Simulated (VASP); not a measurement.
Runs of VASP 6.6.1 on Au. The structure is that of space group R-3m (No. 166), or close to it. The cells are those of the table. 

```tsv
cell	further INCAR settings	gap on the mesh (eV)	pressure (GPa)
a = 3.322 Å, angles 45.7°, 1 atom	ALGO = Fast; EDIFF = 1e-06; NBANDS = 12	none	36.5
a = 2.972 Å, angles 56.6°, 1 atom	ALGO = Fast; EDIFF = 1e-07; NBANDS = 12	none	(b)
a = 2.757 Å, angles 67.3°, 1 atom	ALGO = Fast; EDIFF = 1e-06; NBANDS = 12	none	11.5
a = 3.096 Å, angles 52.2°, 1 atom	ALGO = Fast; EDIFF = 1e-06; NBANDS = 12	none	14.8
a = 3.644 Å, angles 38.9°, 1 atom	ALGO = Fast; EDIFF = 1e-07; NBANDS = 12	none	84.0
a = 2.597 Å, angles 82.7°, 1 atom	ALGO = Fast; EDIFF = 1e-07; NBANDS = 12	none	(a)
```

Alike in all rows: task single point; level PBE; potentials or basis VASP PAW PBE potentials, release 64 (Au); no spin polarisation; k mesh 22 × 22 × 22; cutoff (eV) 520; smearing gaussian 0.15 eV.

Task: Estimate the missing entries.

Result: (a) 30.7; (b) 8.6.

Caveats: spin-orbit coupling is left out, which moves the levels of the heavy elements.

A k mesh can miss the band edges, and the runs leave out spin-orbit coupling on Au.

A gap of «none» marks levels without a gap at the run's occupations.
